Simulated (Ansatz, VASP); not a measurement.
Two plane-wave programs on Sr

```xyz
4
Lattice="-4.3966 4.2014 3.8671 4.3966 -4.1730 3.8340 4.3966 4.1730 -3.8340" Properties=species:S:1:pos:R:3 pbc="T T T"
Sr    5.8458    1.3170   -0.0517
Sr   -1.4492    2.6278    3.8295
Sr    2.9474    1.5879    3.8882
Sr    1.4492    2.8702    0.0682
```

Alike in both runs: task single point; functional PBEsol; k mesh 8 × 8 × 8; occupations gaussian, width 0.1 eV; no spin polarisation.

```csv
,VASP,Ansatz
version,VASP 6.6.1,Ansatz 0.2.0
potentials or method,"VASP PAW PBE potentials, release 64 (Sr_sv), cutoff 520 eV","scalar-relativistic, plane waves, PAW"
valence electrons in the cell,40,40
```

```tsv
	VASP	Ansatz	Ansatz less VASP
gap on the k mesh at the Fermi level (eV)	none	none	-
pressure (GPa)	-1.6	-1.6	0.00
traceless stress, the component that is largest in VASP (GPa)	-0.47	-0.47	+0.001
rms of the force components (eV/Å)	0.103	0.103	-0.0004
```

VASP's potentials were made for PBE, not for PBEsol. Atom by atom the forces differ by 0.001 eV/Å (rms over components). A gap of «none» marks a metal or a gap that the smearing closes.
